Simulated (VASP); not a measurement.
# AlAs (F-43m) in VASP: further runs, part 2 of 2

VASP 6.6.1.

**4. Electric field gradients, PBEsol (volume scaled by 1.04)**

INCAR reads:

```
ALGO     = Normal         # electronic algorithm
EDIFF    = 1E-8           # SCF threshold, eV
ENCUT    = 400            # plane-wave cutoff, eV
GGA      = PS             # functional
GGA_COMPAT= False        
ISIF     = 2              # what is computed and relaxed
ISMEAR   = -1             # smearing method
LASPH    = True           # aspherical terms in the spheres
LCHARG   = False          # write CHGCAR
LEFG     = True         
LREAL    = False          # projectors in reciprocal space
LWAVE    = False          # write WAVECAR
NBANDS   = 11             # bands
NELM     = 120            # most SCF steps
PREC     = Accurate       # precision mode
SIGMA    = 0.05           # smearing width, eV
```

KPOINTS reads:

```
k-points
0
Gamma
  10 10 10
```

POSCAR reads:

```
AlAs
1.0
    0.0000000000      2.8676463766      2.8676463766
    2.8676463766      0.0000000000      2.8676463766
    2.8676463766      2.8676463766      0.0000000000
Al As
1 1
Direct
    0.0000000000      0.0000000000      0.0000000000
    0.7500000000      0.7500000000      0.7500000000
```

Potentials or basis: VASP PAW PBE potentials, release 64 (Al, As).

The run is started by

```sh
cat potpaw_PBE.64/Al/POTCAR potpaw_PBE.64/As/POTCAR > POTCAR
mpirun -np 1 vasp_std > vasp.out
```

OUTCAR:

```text
EDIFF = 1E-8
   ENCUT = 400
   GGA = PS
   ISIF = 2
   ISMEAR = -1
   LASPH = True
   LREAL = False
   NELM = 120
   PREC = Accurate

 ion  position               nearest neighbor table
   1  0.000  0.000  0.000-   2 2.48   2 2.48   2 2.48   2 2.48
   2  0.750  0.750  0.750-   1 2.48   1 2.48   1 2.48   1 2.48

  LATTYP: Found a face centered cubic cell.
 ALAT       =     5.7352927532

  Lattice vectors:

 A1 = (   0.0000000000,   2.8676463766,   2.8676463766)
 A2 = (   2.8676463766,   0.0000000000,   2.8676463766)
 A3 = (   2.8676463766,   2.8676463766,   0.0000000000)

Analysis of symmetry for initial positions (statically):
=====================================================================
 Subroutine PRICEL returns:
 Original cell was already a primitive cell.

 Routine SETGRP: Setting up the symmetry group for a
 face centered cubic supercell.

 Subroutine GETGRP returns: Found 24 space group operations
 (whereof 24 operations were pure point group operations)
 out of a pool of 48 trial point group operations.

The static configuration has the point symmetry T_d .

Analysis of symmetry for dynamics (positions and initial velocities):
=====================================================================
 Subroutine PRICEL returns:
 Original cell was already a primitive cell.

 Routine SETGRP: Setting up the symmetry group for a
 face centered cubic supercell.

 Subroutine GETGRP returns: Found 24 space group operations
 (whereof 24 operations were pure point group operations)
 out of a pool of 48 trial point group operations.

The dynamic configuration has the point symmetry T_d .

[... 476 lines left out ...]
      1      -6.8535      2.00000
      2      -0.9968      2.00000
      3       1.4210      2.00000
      4       1.7293      2.00000
      5       5.5790      0.00000
      6       6.6283      0.00000
      7      10.7736      0.00000
      8      11.2580      0.00000
      9      13.1935      0.00000
     10      14.7639      0.00000
     11      16.0848      0.00000

 [... further k-points ...]

------------------------ aborting loop because EDIFF is reached ----------------------------------------

  FORCE on cell =-STRESS in cart. coord.  units (eV):
  Direction    XX          YY          ZZ          XY          YZ          ZX
  --------------------------------------------------------------------------------------
  -------------------------------------------------------------------------------------
  Total       -0.5682577     -0.5682577     -0.5682577      0.0000000      0.0000000      0.0000000
  in kB      -19.3040795    -19.3040795    -19.3040795      0.0000000      0.0000000      0.0000000
  external PRESSURE =     -19.3040795 kB  Pullay stress =       0.0000000 kB

 VOLUME and BASIS-vectors are now :
 -----------------------------------------------------------------------------
  energy-cutoff  :      400.00
  volume of cell :       47.16
      direct lattice vectors                 reciprocal lattice vectors
     0.000000000  2.867646377  2.867646377    -0.174359016  0.174359016  0.174359016
     2.867646377  0.000000000  2.867646377     0.174359016 -0.174359016  0.174359016
     2.867646377  2.867646377  0.000000000     0.174359016  0.174359016 -0.174359016

 POSITION                                       TOTAL-FORCE (eV/Angst)
 -----------------------------------------------------------------------------------
      0.00000      0.00000      0.00000         0.000000      0.000000      0.000000
      4.30147      4.30147      4.30147        -0.000000     -0.000000     -0.000000
 -----------------------------------------------------------------------------------
    total drift:                               -0.000000     -0.000000     -0.000000

  FREE ENERGIE OF THE ION-ELECTRON SYSTEM (eV)
  ---------------------------------------------------
  free  energy   TOTEN  =       -10.0577414029 eV

  energy  without entropy=      -10.0577413888  energy(sigma->0) =      -10.05774140

 Electric field gradients (V/A^2)
---------------------------------------------------------------------
 ion       V_xx      V_yy      V_zz      V_xy      V_xz      V_yz
---------------------------------------------------------------------
   1      -0.000    -0.000     0.000    -0.000    -0.000    -0.000
   2      -0.000    -0.000    -0.000    -0.000    -0.000    -0.000
---------------------------------------------------------------------

 Electric field gradients after diagonalization (V/A^2)
 (convention: |V_zz| > |V_xx| > |V_yy|)
----------------------------------------------------------------------
 ion       V_xx      V_yy      V_zz     asymmetry (V_yy - V_xx)/ V_zz
----------------------------------------------------------------------
   1       0.000     0.000    -0.000       0.000
   2       0.000     0.000    -0.001       0.000
----------------------------------------------------------------------

           NMR quadrupolar parameters

 Cq : quadrupolar parameter    Cq=e*Q*V_zz/h
 eta: asymmetry parameters     (V_yy - V_xx)/ V_zz
 Q  : nuclear electric quadrupole moment in mb (millibarn)
----------------------------------------------------------------------
 ion       Cq(MHz)       eta       Q (mb)
----------------------------------------------------------------------
   1      -0.000       0.000       1.000
   2      -0.000       0.000       1.000
----------------------------------------------------------------------
```

stdout:

```text
POSCAR found type information on POSCAR AlAs
 POSCAR found :  2 types and       2 ions
 scaLAPACK will be used
 -----------------------------------------------------------------------------
|                                                                             |
|                                                                             |
|     You enforced a specific xc type in the INCAR file but a different       |
|     I HOPE YOU KNOW WHAT YOU ARE DOING!                                     |
|                                                                             |
 -----------------------------------------------------------------------------

 LDA part: xc-table for (Slater+PW92), standard interpolation
 POSCAR, INCAR and KPOINTS ok, starting setup
 FFT: planning ... GRIDC
 FFT: planning ... GRID_SOFT
 FFT: planning ... GRID
 WAVECAR not read
 entering main loop
ion   1

ion   2
```

Wall time 9.3 s (1 thread of Intel Xeon 6975P-C (Granite Rapids), shared host); peak memory 0.16 GiB.

Results:

| Quantity | Value |
| --- | --- |
| Free energy | -10.0577 eV |
| Pressure | -1.9 GPa |
| Band gap on the k mesh | 1.39 eV, indirect (least direct gap 1.68 eV) |

Caveat: without QUAD_EFG the Cq values of the log hold for a quadrupole moment of 1 mb, not for the nuclei; the PAW data sets were made with another functional, which shifts forces and pressure a little.

**5. Electric field gradients, PBEsol (volume scaled by 1.04)**

INCAR reads:

```
SYSTEM = AlAs
ALGO = Normal
EDIFF = 1E-8
ENCUT = 400
GGA = PS
GGA_COMPAT = .False.
ISIF = 2
ISMEAR = -1
LASPH = .True.
LCHARG = .False.
LEFG = .True.
LREAL = .False.
LWAVE = .False.
NBANDS = 11
NELM = 120
PREC = Accurate
SIGMA = 0.05
```

KPOINTS reads:

```
k-points
0
Gamma
  10 10 10
  0 0 0
```

POSCAR is that of step 4.

Potentials or basis: VASP PAW PBE potentials, release 64 (Al, As).

The run is started by

```sh
cat potpaw_PBE.64/Al/POTCAR potpaw_PBE.64/As/POTCAR > POTCAR
mpirun -np 1 vasp_std > vasp.out
```

OUTCAR:

```text
SYSTEM = AlAs
   EDIFF = 1E-8
   ENCUT = 400
   GGA = PS
   ISIF = 2
   ISMEAR = -1
   LASPH = .True.
   LREAL = .False.
   NELM = 120
   PREC = Accurate

 ion  position               nearest neighbor table
   1  0.000  0.000  0.000-   2 2.48   2 2.48   2 2.48   2 2.48
   2  0.750  0.750  0.750-   1 2.48   1 2.48   1 2.48   1 2.48

  LATTYP: Found a face centered cubic cell.
 ALAT       =     5.7352927532

  Lattice vectors:

 A1 = (   0.0000000000,   2.8676463766,   2.8676463766)
 A2 = (   2.8676463766,   0.0000000000,   2.8676463766)
 A3 = (   2.8676463766,   2.8676463766,   0.0000000000)

Analysis of symmetry for initial positions (statically):
=====================================================================
 Subroutine PRICEL returns:
 Original cell was already a primitive cell.

 Routine SETGRP: Setting up the symmetry group for a
 face centered cubic supercell.

 Subroutine GETGRP returns: Found 24 space group operations
[... 522 lines left out ...]
  volume of cell :       47.16
      direct lattice vectors                 reciprocal lattice vectors
     0.000000000  2.867646377  2.867646377    -0.174359016  0.174359016  0.174359016
     2.867646377  0.000000000  2.867646377     0.174359016 -0.174359016  0.174359016
     2.867646377  2.867646377  0.000000000     0.174359016  0.174359016 -0.174359016

 POSITION                                       TOTAL-FORCE (eV/Angst)
 -----------------------------------------------------------------------------------
      0.00000      0.00000      0.00000         0.000000      0.000000      0.000000
      4.30147      4.30147      4.30147        -0.000000     -0.000000     -0.000000
 -----------------------------------------------------------------------------------
    total drift:                               -0.000000     -0.000000     -0.000000

  FREE ENERGIE OF THE ION-ELECTRON SYSTEM (eV)
  ---------------------------------------------------
  free  energy   TOTEN  =       -10.0577414029 eV

  energy  without entropy=      -10.0577413888  energy(sigma->0) =      -10.05774140

 Electric field gradients (V/A^2)
---------------------------------------------------------------------
 ion       V_xx      V_yy      V_zz      V_xy      V_xz      V_yz
---------------------------------------------------------------------
   1      -0.000    -0.000     0.000    -0.000    -0.000    -0.000
   2      -0.000    -0.000    -0.000    -0.000    -0.000    -0.000
---------------------------------------------------------------------

 Electric field gradients after diagonalization (V/A^2)
 (convention: |V_zz| > |V_xx| > |V_yy|)
----------------------------------------------------------------------
 ion       V_xx      V_yy      V_zz     asymmetry (V_yy - V_xx)/ V_zz
----------------------------------------------------------------------
   1       0.000     0.000    -0.000       0.000
   2       0.000     0.000    -0.001       0.000
----------------------------------------------------------------------

           NMR quadrupolar parameters

 Cq : quadrupolar parameter    Cq=e*Q*V_zz/h
 eta: asymmetry parameters     (V_yy - V_xx)/ V_zz
 Q  : nuclear electric quadrupole moment in mb (millibarn)
----------------------------------------------------------------------
 ion       Cq(MHz)       eta       Q (mb)
----------------------------------------------------------------------
   1      -0.000       0.000       1.000
   2      -0.000       0.000       1.000
----------------------------------------------------------------------
```

It took 8.5 s on 1 thread of Intel Xeon 6975P-C (Granite Rapids), shared host; peak memory 0.15 GiB.

What came out:

| Quantity | Value |
| --- | --- |
| Free energy | -10.0577 eV |
| Pressure | -1.9 GPa |
| Band gap on the k mesh | 1.39 eV, indirect (least direct gap 1.68 eV) |

Levels at points of the mesh, in eV from the valence-band top:
```
           k point  band 2  band 3  band 4  band 5  band 6  band 7
(0.00, 0.00, 0.00)    0.00    0.00    0.00    1.68    4.20    4.20
(0.50, 0.00, 0.00)   -5.43   -0.80   -0.80    1.94    4.60    4.60
(0.50, 0.50, 0.00)   -5.31   -2.10   -2.10    1.39    2.21    9.98
```

Caveat: without QUAD_EFG the Cq values of the log hold for a quadrupole moment of 1 mb, not for the nuclei; the PAW data sets were made with another functional, which shifts forces and pressure a little.
